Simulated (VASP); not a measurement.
# C (P6_3/mmc) in VASP: notebook

C is run at these levels: LDA; tasks: single point.

All numbers are computed with VASP 6.6.1; they aren't measurements. Logs are shortened: lines on timing, memory, paths and dates and some standing lists are left out, and cuts for length are marked.

### 1 The cell of the first run

It takes space group P6_3/mmc (No. 194, hexagonal). Conventional cell: a = 2.577 Å, b = 2.577 Å, c = 7.639 Å, α = 90.00°, β = 90.00°, γ = 120.00°. Within 2.0 Å of C (site symmetry 3m) lie 4 C at 1.51 to 1.54 Å. Within 2.0 Å of C (site symmetry 3m) lie 4 C at 1.51 to 1.54 Å.

### 2 Single point, LDA (atoms displaced along a vibrational mode, the cell strained)

File INCAR:

```
PREC = Accurate
ENCUT = 520
EDIFF = 1E-7
ISMEAR = 0
SIGMA = 0.05
LREAL = F
LASPH = T
NELM = 100
ALGO = Normal
ISIF = 2
LWAVE = F
LCHARG = F
GGA = CA
NBANDS = 26
```

File KPOINTS:

```
regular mesh
0
Gamma
  12 12 4
```

File POSCAR:

```
C
1.0
    2.5767618147      0.0000000000      0.0000000000
   -1.2883809073      2.2315411910      0.0000000000
    0.0000000000      0.0000000000      7.6392674604
C
8
Direct
    0.0000000000      0.0000000000      0.0987800240
    0.0000000000      0.0000000000      0.5987800240
    0.0000000000      0.0000000000      0.4012199760
    0.0000000000      0.0000000000      0.9012199760
    0.3333333333      0.6666666667      0.1510010552
    0.6666666667      0.3333333333      0.6510010552
    0.3333333333      0.6666666667      0.3489989448
    0.6666666667      0.3333333333      0.8489989448
```

Potentials or basis: VASP PAW LDA potentials, release 64 (C).

The run is started by

```
> cat potpaw_LDA.64/C/POTCAR > POTCAR
> mpirun -np 1 vasp_std > vasp.out
```

OUTCAR:

```text
PREC = Accurate
   ENCUT = 520
   EDIFF = 1E-7
   ISMEAR = 0
   LREAL = F
   LASPH = T
   NELM = 100
   ISIF = 2
   GGA = CA

 ion  position               nearest neighbor table
   1  0.000  0.000  0.099-   4 1.51   5 1.54   5 1.54   5 1.54
   2  0.000  0.000  0.599-   3 1.51   6 1.54   6 1.54   6 1.54
   3  0.000  0.000  0.401-   2 1.51   7 1.54   7 1.54   7 1.54
   4  0.000  0.000  0.901-   1 1.51   8 1.54   8 1.54   8 1.54
   5  0.333  0.667  0.151-   7 1.51   1 1.54   1 1.54   1 1.54
   6  0.667  0.333  0.651-   8 1.51   2 1.54   2 1.54   2 1.54
   7  0.333  0.667  0.349-   5 1.51   3 1.54   3 1.54   3 1.54
   8  0.667  0.333  0.849-   6 1.51   4 1.54   4 1.54   4 1.54

  LATTYP: Found a hexagonal cell.
 ALAT       =     2.5767618147
 C/A-ratio  =     2.9646773779

  Lattice vectors:

 A1 = (   2.5767618147,   0.0000000000,   0.0000000000)
 A2 = (  -1.2883809073,   2.2315411910,   0.0000000000)
 A3 = (   0.0000000000,   0.0000000000,   7.6392674604)

Analysis of symmetry for initial positions (statically):
=====================================================================
 Subroutine PRICEL returns:
 Original cell was already a primitive cell.

 Routine SETGRP: Setting up the symmetry group for a
 hexagonal supercell.

 Subroutine GETGRP returns: Found 24 space group operations
 (whereof 12 operations were pure point group operations)
 out of a pool of 24 trial point group operations.

The static configuration has the point symmetry D_3d.
 The point group associated with its full space group is D_6h.

Analysis of symmetry for dynamics (positions and initial velocities):
=====================================================================
 Subroutine PRICEL returns:
 Original cell was already a primitive cell.

 Routine SETGRP: Setting up the symmetry group for a
 hexagonal supercell.

 Subroutine GETGRP returns: Found 24 space group operations
 (whereof 12 operations were pure point group operations)
 out of a pool of 24 trial point group operations.

The dynamic configuration has the point symmetry D_3d.
 The point group associated with its full space group is D_6h.

 Subroutine INISYM returns: Found 24 space group operations
 (whereof 12 operations are pure point group operations),
 and found     1 'primitive' translations

----------------------------------------------------------------------------------------

                                     Primitive cell

  volume of cell :      43.9269

  direct lattice vectors                    reciprocal lattice vectors
     2.576761815  0.000000000  0.000000000     0.388083988  0.224060395  0.000000000
    -1.288380907  2.231541191  0.000000000     0.000000000  0.448120789  0.000000000
     0.000000000  0.000000000  7.639267460     0.000000000  0.000000000  0.130902604

  length of vectors
     2.576761815  2.576761815  7.639267460     0.448120789  0.448120789  0.130902604

  position of ions in fractional coordinates (direct lattice)
     0.000000000  0.000000000  0.098780024
     0.000000000  0.000000000  0.598780024
     0.000000000  0.000000000  0.401219976
     0.000000000  0.000000000  0.901219976
     0.333333333  0.666666667  0.151001055
     0.666666667  0.333333333  0.651001055
     0.333333333  0.666666667  0.348998945
     0.666666667  0.333333333  0.848998945

  ion indices of the primitive-cell ions
   primitive index   ion index
                 1           1
                 2           2
                 3           3
                 4           4
                 5           5
                 6           6
                 7           7
                 8           8

----------------------------------------------------------------------------------------

 KPOINTS: regular mesh

Automatic generation of k-mesh.
 Grid dimensions read from file:
 generate k-points for:   12   12    4

 Generating k-lattice:

  Cartesian coordinates                     Fractional coordinates (reciprocal lattice)
     0.032340332  0.018671700  0.000000000     0.083333333  0.000000000  0.000000000
     0.000000000  0.037343399  0.000000000     0.000000000  0.083333333  0.000000000
     0.000000000  0.000000000  0.032725651     0.000000000  0.000000000  0.250000000

  Length of vectors
     0.037343399  0.037343399  0.032725651

  Shift w.r.t. Gamma in fractional coordinates (k-lattice)
     0.000000000  0.000000000  0.000000000

 Subroutine IBZKPT returns following result:
 ===========================================

 Found     57 irreducible k-points:

 Following reciprocal coordinates:
            Coordinates               Weight
  0.000000  0.000000  0.000000      1.000000
  0.083333 -0.000000  0.000000      6.000000
  0.166667  0.000000  0.000000      6.000000
  0.250000  0.000000  0.000000      6.000000
  0.333333  0.000000  0.000000      6.000000
  0.416667 -0.000000  0.000000      6.000000
[... 16 lines left out ...]
  0.250000  0.000000  0.250000     12.000000
  0.333333  0.000000  0.250000     12.000000
 [... further k-points ...]
   k-points           NKPTS =     57   k-points in BZ     NKDIM =     57   number of bands    NBANDS=     26
   number of dos      NEDOS =    301   number of ions     NIONS =      8
   total plane-waves  NPLWV =  24000
   dimension x,y,z NGX =    20 NGY =   20 NGZ =   60
   dimension x,y,z NGXF=    40 NGYF=   40 NGZF=  120
   ions per type =               8
   NGX,Y,Z   is equivalent  to a cutoff of  12.90, 12.90, 13.06 a.u.
   NGXF,Y,Z  is equivalent  to a cutoff of  25.81, 25.81, 26.11 a.u.
 SYSTEM =  unknown system
   PREC   = accura    normal or accurate (medium, high low for compatibility)
   ISTART =      0    job   : 0-new  1-cont  2-samecut
   ICHARG =      2    charge: 1-file 2-atom 10-const
   ISPIN  =      1    spin polarized calculation?
   LNONCOLLINEAR =      F non collinear calculations
   LSORBIT =      F    spin-orbit coupling
   LASPH  =      T    aspherical Exc in radial PAW
   ENCUT  =  520.0 eV  38.22 Ry    6.18 a.u.   4.79  4.79 14.20*2*pi/ulx,y,z
   NELM   =    100;   NELMIN=  2; NELMDL= -5     # of ELM steps
   EDIFF  = 0.1E-06   stopping-criterion for ELM
   LREAL  =      F    real-space projection
   EDIFFG = 0.1E-05   stopping-criterion for IOM
   NSW    =      0    number of steps for IOM
   IBRION =     -1    ionic relax: 0-MD 1-quasi-New 2-CG
   NFREE  =      0    steps in history (QN), initial steepest desc. (CG)
   ISIF   =      2    stress and relaxation
   ISYM   =      2    0-nonsym 1-usesym 2-fastsym
   POTIM  = 0.5000    time-step for ionic-motion
   TEBEG  =    0.0;   TEEND  =   0.0 temperature during run
   PSTRESS=    0.0 pullay stress
   NELECT =      32.0000    total number of electrons
   NUPDOWN=      -1.0000    fix difference up-down
   EMIN   =  10.00;   EMAX   =-10.00  energy-range for DOS
   EFERMI =   0.00;   METHOD = LEGACY
   ISMEAR =     0;   SIGMA  =   0.05  broadening in eV -4-tet -1-fermi 0-gaus
   EFERMI_NEDOS =   21; number of points for ismear=-14 and -15
   IALGO  =     38    algorithm
   IMIX   =      4    mixing-type and parameters
     AMIX     =   0.40;   BMIX     =  1.00
     AMIX_MAG =   1.60;   BMIX_MAG =  1.00
  volume/ion in A,a.u.               =       5.49        37.05
  Fermi-wavevector in a.u.,A,eV,Ry     =   1.473040  2.783642 29.522556  2.169847
  Thomas-Fermi vector in A             =   2.587981
   LORBIT       =      0    0 simple, 1 ext, 2 COOP (PROOUT), +10 PAW based schemes
   GGA     = CA    functional components
   LHFCALC =     F    Hartree Fock is set to
   AEXX    =    0.0000 exact exchange contribution
   IVDW    =     0    specifies the selected vdW correction
   LEPSILON=     F    determine dielectric tensor
   LRPA    =     F    only Hartree local field effects (RPA)
 non-spin polarized calculation
 Gauss-broadening in eV      SIGMA  =   0.05
  energy-cutoff  :      520.00
  volume of cell :       43.93
 maximum number of plane-waves:      1198
 NGX is ok and might be reduce to    20

 number of electron      31.9999999 magnetization

 Free energy of the ion-electron system (eV)
  ---------------------------------------------------
  ext. energy  EPLUGINS =         0.00000000
  ---------------------------------------------------
  free energy    TOTEN  =       -79.20188584 eV

  energy without entropy =      -79.20188584  energy(sigma->0) =      -79.20188584

 E-fermi :  11.4317     XC(G=0): -13.6564

 val. band max:       11.1450777901   @ k =   0.0000   0.0000   0.0000
 cond. band min:      13.3275600935   @ k =   0.5000   0.0000   0.0000
 fundamental gap:      2.1824823034
 Fermi energy:        11.4317231862

 k-point     1 :       0.0000    0.0000    0.0000
  band No.  band energies     occupation
      1     -11.5652      2.00000
      2      -9.5906      2.00000
      3      -9.4980      2.00000
      4      -4.1405      2.00000
      5      -3.0918      2.00000
      6       5.1263      2.00000
[... 18 lines left out ...]
     25      18.3001      0.00000
     26      18.3001      0.00000

 k-point     2 :       0.0833   -0.0000    0.0000
  band No.  band energies     occupation
      1     -11.4028      2.00000
      2      -9.4317      2.00000
      3      -9.3378      2.00000
      4      -4.0025      2.00000
      5      -2.9419      2.00000
      6       5.1204      2.00000
[... 18 lines left out ...]
     25      18.5634      0.00000
     26      18.6052      0.00000

 k-point     3 :       0.1667    0.0000    0.0000
  band No.  band energies     occupation
      1     -10.9172      2.00000
      2      -8.9573      2.00000
      3      -8.8593      2.00000
      4      -3.5908      2.00000
      5      -2.5080      2.00000
      6       3.4389      2.00000
[... 18 lines left out ...]
     25      19.4336      0.00000
     26      19.6972      0.00000

 k-point     4 :       0.2500    0.0000    0.0000
  band No.  band energies     occupation
      1     -10.1149      2.00000
      2      -8.1773      2.00000
      3      -8.0700      2.00000
      4      -2.9153      2.00000
      5      -1.8781      2.00000
      6       1.2059      2.00000
[... 18 lines left out ...]
     25      20.7896      0.00000
     26      21.2380      0.00000

 k-point     5 :       0.3333    0.0000    0.0000
  band No.  band energies     occupation
      1      -9.0107      2.00000
      2      -7.1187      2.00000
      3      -6.9882      2.00000
      4      -2.0209      2.00000
      5      -1.8224      2.00000
      6      -0.5125      2.00000
[... 18 lines left out ...]
     25      22.3977      0.00000
     26      22.7486      0.00000

 k-point     6 :       0.4167   -0.0000    0.0000
  band No.  band energies     occupation
      1      -7.6479      2.00000
      2      -5.9188      2.00000
      3      -5.6738      2.00000
      4      -3.4259      2.00000
      5      -1.9548      2.00000
      6      -1.8359      2.00000
[... 427 lines left out ...]
 k-point    21 :       0.0833   -0.0000    0.2500
  band No.  band energies     occupation
      1     -11.2760      2.00000
      2     -10.2652      2.00000
      3      -8.2621      2.00000
      4      -5.3517      2.00000
      5      -1.4011      2.00000
      6       2.9616      2.00000
[... 18 lines left out ...]
     25      18.5734      0.00000
     26      18.7985      0.00000

 k-point    22 :       0.1667    0.0000    0.2500
  band No.  band energies     occupation
      1     -10.7908      2.00000
      2      -9.7845      2.00000
      3      -7.7924      2.00000
      4      -4.9094      2.00000
      5      -1.0142      2.00000
      6       3.0482      2.00000
[... 18 lines left out ...]
     25      19.4936      0.00000
     26      20.0357      0.00000

 k-point    23 :       0.2500    0.0000    0.2500
  band No.  band energies     occupation
      1      -9.9895      2.00000
      2      -8.9915      2.00000
      3      -7.0208      2.00000
      4      -4.1915      2.00000
      5      -0.5100      2.00000
      6       1.3642      2.00000
[... 18 lines left out ...]
     25      20.8613      0.00000
     26      21.6352      0.00000

 k-point    24 :       0.3333    0.0000    0.2500
  band No.  band energies     occupation
      1      -8.8870      2.00000
      2      -7.9051      2.00000
      3      -5.9774      2.00000
      4      -3.2800      2.00000
      5      -1.2873      2.00000
      6      -0.3204      2.00000
[... 18 lines left out ...]
     25      21.2609      0.00000
     26      23.3004      0.00000

 [... further k-points ...]

------------------------ aborting loop because EDIFF is reached ----------------------------------------

  FORCE on cell =-STRESS in cart. coord.  units (eV):
  Direction    XX          YY          ZZ          XY          YZ          ZX
  --------------------------------------------------------------------------------------
  -------------------------------------------------------------------------------------
  Total       -9.9408008     -9.9408008     25.3051493     -0.0000000     -0.0000000      0.0000000
  in kB     -362.5776700   -362.5776699    922.9721293     -0.0000000     -0.0000000      0.0000000
  external PRESSURE =      65.9389298 kB  Pullay stress =       0.0000000 kB

 VOLUME and BASIS-vectors are now :
 -----------------------------------------------------------------------------
  energy-cutoff  :      520.00
  volume of cell :       43.93
      direct lattice vectors                 reciprocal lattice vectors
     2.576761815  0.000000000  0.000000000     0.388083988  0.224060395  0.000000000
    -1.288380907  2.231541191  0.000000000     0.000000000  0.448120789  0.000000000
     0.000000000  0.000000000  7.639267460     0.000000000  0.000000000  0.130902604

 POSITION                                       TOTAL-FORCE (eV/Angst)
 -----------------------------------------------------------------------------------
      0.00000      0.00000      0.75461         0.000000      0.000000     -3.149200
      0.00000      0.00000      4.57424        -0.000000      0.000000     -3.149200
      0.00000      0.00000      3.06503         0.000000      0.000000      3.149200
      0.00000      0.00000      6.88466        -0.000000      0.000000      3.149200
     -0.00000      1.48769      1.15354        -0.000000     -0.000000      1.867941
      1.28838      0.74385      4.97317         0.000000      0.000000      1.867941
     -0.00000      1.48769      2.66610        -0.000000     -0.000000     -1.867941
      1.28838      0.74385      6.48573         0.000000      0.000000     -1.867941
 -----------------------------------------------------------------------------------
    total drift:                               -0.000000      0.000000     -0.000000

  FREE ENERGIE OF THE ION-ELECTRON SYSTEM (eV)
  ---------------------------------------------------
  free  energy   TOTEN  =       -79.2018858405 eV

  energy  without entropy=      -79.2018858405  energy(sigma->0) =      -79.20188584
```

Run time: 36 s. Hardware: 1 thread of Intel Xeon Platinum 8559C (Emerald Rapids), shared host; peak memory 0.16 GiB.

Results:

- Free energy: -79.2019 eV
- Pressure: 6.6 GPa
- Largest force: 3.149 eV/Å
- Band gap on the k mesh: 2.18 eV (least direct gap 3.92 eV)

Forces on the atoms (eV/Å):
```
C    0.000  0.000 -3.149
C    0.000  0.000 -3.149
C    0.000  0.000  3.149
C    0.000  0.000  3.149
C    0.000  0.000  1.868
C    0.000  0.000  1.868
C    0.000  0.000 -1.868
C    0.000  0.000 -1.868
```

Caveat: the cell differs from its parent crystal (atoms displaced along a vibrational mode, the cell strained); the stress differs along the axes, from -36 to 92 GPa; forces of over 1 eV/Å act on the atoms, so gaps and moduli don't describe the material at rest.

### 3 Single point, LDA

This run uses another cell than the first one, of the same volume but with other edges.

File INCAR:

```
PREC     = Accurate       # precision mode
ENCUT    = 520            # plane-wave cutoff, eV
EDIFF    = 1E-7           # SCF threshold, eV
ISMEAR   = 0              # smearing method
SIGMA    = 0.05           # smearing width, eV
LREAL    = F              # projectors in reciprocal space
LASPH    = T              # aspherical terms in the spheres
NELM     = 80             # most SCF steps
ALGO     = Normal         # electronic algorithm
ISIF     = 2              # what is computed and relaxed
LWAVE    = F              # write WAVECAR
LCHARG   = F              # write CHGCAR
NBANDS   = 26             # bands
```

File KPOINTS:

```
Automatic mesh
0
Gamma
  12 12 4
```

File POSCAR:

```
C
1.0
    2.4024880687      0.0000000000      0.0000000000
   -1.2012440343      2.0806156998      0.0000000000
    0.0000000000      0.0000000000      8.7892647126
C
8
Direct
    0.0000000000      0.0000000000      0.0929365318
    0.0000000000      0.0000000000      0.5929365318
    0.0000000000      0.0000000000      0.4070634682
    0.0000000000      0.0000000000      0.9070634682
    0.3333333333      0.6666666667      0.1555443640
    0.6666666667      0.3333333333      0.6555443640
    0.3333333333      0.6666666667      0.3444556360
    0.6666666667      0.3333333333      0.8444556360
```

Potentials or basis: VASP PAW LDA potentials, release 64 (C).

The run is started by

```
> cat potpaw_LDA.64/C/POTCAR > POTCAR
> mpirun -np 1 vasp_std > vasp.out
```

Wall time 31 s (1 thread of Intel Xeon Platinum 8559C (Emerald Rapids), shared host); peak memory 0.16 GiB.

It converged, with:

```
Free energy            : -79.7028 eV
Pressure               : 9.4 GPa
Largest force          : 0.179 eV/Å
Band gap on the k mesh : 2.64 eV
```

Forces on the atoms (eV/Å):
```
C    0.000  0.000  0.179
C    0.000  0.000  0.179
C    0.000  0.000 -0.179
C    0.000  0.000 -0.179
C    0.000  0.000 -0.104
C    0.000  0.000 -0.104
C    0.000  0.000  0.104
C    0.000  0.000  0.104
```

Stress tensor (GPa, compression positive):
```
 50.77   0.00   0.00
  0.00  50.77   0.00
  0.00   0.00 -73.44
```

Levels at points of the mesh, in eV from the valence-band top:
```csv
k point,band 14,band 15,band 16,band 17,band 18,band 19
"(0.00, 0.00, 0.00)",-0.71,0.00,0.00,2.64,6.41,6.41
"(0.50, 0.00, 0.00)",-4.83,-4.06,-3.47,4.08,4.94,6.02
"(0.00, 0.00, 0.50)",-0.41,-0.41,-0.41,5.58,5.58,6.95
"(0.50, 0.00, 0.50)",-4.98,-3.93,-3.93,5.52,5.52,6.09
```

Caveat: the stress differs along the axes, from -73 to 51 GPa. A k mesh can miss the band edges.
